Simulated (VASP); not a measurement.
Ni:

```
CELL_PARAMETERS angstrom
0.00000 1.75970 1.75970
1.75970 0.00000 1.75970
1.75970 1.75970 0.00000
ATOMIC_POSITIONS crystal
Ni 0.00000 0.00000 0.00000
```

Base run:

* Program: VASP 6.6.1
* Functional: PBE
* Potentials or basis: VASP PAW PBE potentials, release 64 (Ni)
* Cutoff: 520 eV
* k mesh: 14 × 14 × 14
* Occupations: fermi-dirac, width 0.1 eV
* Spin: collinear spin, ferromagnetic start
* Starting moments: [0.94] μB
* Fixed moment: 0.94 μB

Its results: pressure 2.8 GPa; net moment 0.94 μB per cell; site moments Ni +0.94 μB.

Q: The run is repeated on the same cell with these changes: fixed moment from 0.94 μB to none; moments at the start from [0.94] to [2.0]. What comes out?

A: Pressure 0.2 GPa; net moment 0.60 μB per cell; site moments Ni +0.61 μB.

Caveats: the total moment is fixed, so each spin has its own Fermi level (some runs).
